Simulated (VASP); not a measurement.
The system is Ge.

```
Ge
1.0
     3.99759    0.00000    0.00000
    -1.99879    3.46201    0.00000
     0.00000    0.00000    6.59938
Ge
4
Cartesian
  0.0000 2.3080 6.1843
  1.9988 1.1540 2.8846
  0.0000 2.3080 3.7148
  1.9988 1.1540 0.4151
```

Program: VASP 6.6.1. Alike in all runs: task single point; no spin polarisation; cell as given; cutoff (eV) 520.

Order these runs on this cell by their pressure, lowest first.
A. level PBE; potentials or basis VASP PAW PBE potentials, release 64 (Ge_d); k mesh 8 × 8 × 4; smearing gaussian 0.025 eV
B. level LDA; potentials or basis VASP PAW LDA potentials, release 64 (Ge_d); k mesh 8 × 8 × 4; smearing fermi-dirac 0.05 eV
C. level PBEsol; potentials or basis VASP PAW PBE potentials, release 64 (Ge_d); k mesh 5 × 5 × 2; smearing fermi-dirac 0.03 eV
D. level BLYP; potentials or basis VASP PAW PBE potentials, release 64 (Ge_d); k mesh 8 × 8 × 4; smearing fermi-dirac 0.05 eV

B (-1.8 GPa), C (0.4 GPa), A (2.9 GPa), D (6.8 GPa).

Caveats: some runs use coarse meshes; the PAW data sets were made with another functional, which shifts forces and pressure a little (some runs).
